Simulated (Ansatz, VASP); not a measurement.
# Two plane-wave programs on CdTe

Contents of POSCAR:

```
CdTe
1.0
    0.0000000000      3.2678590959      3.2678590959
    3.2678590959      0.0000000000      3.2678590959
    3.2678590959      3.2678590959      0.0000000000
Te Cd
1 1
Direct
    0.7500000000      0.7500000000      0.7500000000
    0.0000000000      0.0000000000      0.0000000000
```

The input INCAR.step1:

```
SYSTEM = CdTe
PREC = Accurate
ENCUT = 520
EDIFF = 1E-5
ISMEAR = -1
SIGMA = 0.05
LREAL = .FALSE.
LASPH = .TRUE.
NELM = 60
ALGO = Normal
ISIF = 2
LWAVE = .TRUE.
LCHARG = .FALSE.
NBANDS = 16
GGA = PE
```

Contents of INCAR.step2:

```
SYSTEM = CdTe
PREC = Accurate
ENCUT = 520
EDIFF = 1E-6
ISMEAR = -1
SIGMA = 0.05
LREAL = .FALSE.
LASPH = .TRUE.
NELM = 60
ALGO = Normal
ISIF = 2
LWAVE = .FALSE.
LCHARG = .FALSE.
GGA = PE
LHFCALC = .TRUE.
HFSCREEN = 0.2079
PRECFOCK = Normal
NBANDS = 16
ISTART = 1
```

Contents of KPOINTS:

```
Automatic mesh
0
G
  4 4 4
  0 0 0
```

Contents of input.yaml:

```yaml
crystal:
  lattice:
    - [0.0, 3.2678590959, 3.2678590959]
    - [3.2678590959, 0.0, 3.2678590959]
    - [3.2678590959, 3.2678590959, 0.0]
  atoms:
    - { symbol: Te, position: [0.75, 0.75, 0.75] }
    - { symbol: Cd, position: [0.0, 0.0, 0.0] }
hamiltonian:
  xc: hse06
  pseudopotentials: { kind: paw }
kpoints:
  mp_grid: { grid: [4, 4, 4] }
scf:
  occupations: { method: fermi_dirac, width: 0.05 }
output:
  forces: true
  stress: true
  eigenvalues: true
  write_density: true
  write_potential: true
  elf: true
  volumetric_format: npy
```

Alike in both runs: task single point; functional HSE06; k mesh 4 × 4 × 4; occupations fermi-dirac, width 0.05 eV; no spin polarisation.

```csv
,VASP,Ansatz
version,VASP 6.6.1,Ansatz 0.2.0
potentials or method,"VASP PAW PBE potentials, release 64 (Te, Cd)",Ansatz PAW
plane-wave cutoff (eV),520,420
valence electrons in the cell,18,36
```

```tsv
	VASP	Ansatz	Ansatz less VASP
gap on the k mesh at the Fermi level (eV)	1.48	1.57	+0.084
least direct gap on the mesh (eV)	1.48	1.57	+0.084
pressure (GPa)	0.7	0.7	+0.03
```

VASP's potentials hold 18 valence electrons a cell and Ansatz's 36, so a difference there can come from the potentials and not from the codes.

Neither program's run includes spin-orbit coupling.
